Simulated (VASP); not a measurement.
Here is a VASP 6.6.1 calculation.

The input INCAR:

```
  PREC = Accurate
  ENCUT = 520
  EDIFF = 1E-6
  ISMEAR = -1
  SIGMA = 0.1
  LREAL = F
  LASPH = T
  NELM = 80
  ALGO = Normal
  ISIF = 2
  LWAVE = F
  LCHARG = F
  GGA = PE
  NBANDS = 10
```

File KPOINTS:

```
Automatic mesh
0
Gamma
  22 22 22
```

POSCAR

```
B
1.0
    0.0000000000      2.1042008060      2.1042008060
    2.1042008060      0.0000000000      2.1042008060
    2.1042008060      2.1042008060      0.0000000000
B
2
Direct
    0.1250000000      0.1250000000      0.1250000000
    0.8750000000      0.8750000000      0.8750000000
```

Potentials or basis: VASP PAW PBE potentials, release 64 (B).

Launch:

```sh
$ cat potpaw_PBE.64/B/POTCAR > POTCAR
$ mpirun -np 1 vasp_std > vasp.out
```

(1) Estimate the pressure.

(2) Predict the band gap on the k mesh.

Answers

(1) -16.4 GPa.

(2) zero (band 3 reaches 6.58 eV, above the bottom of band 4 at 0.21 eV).
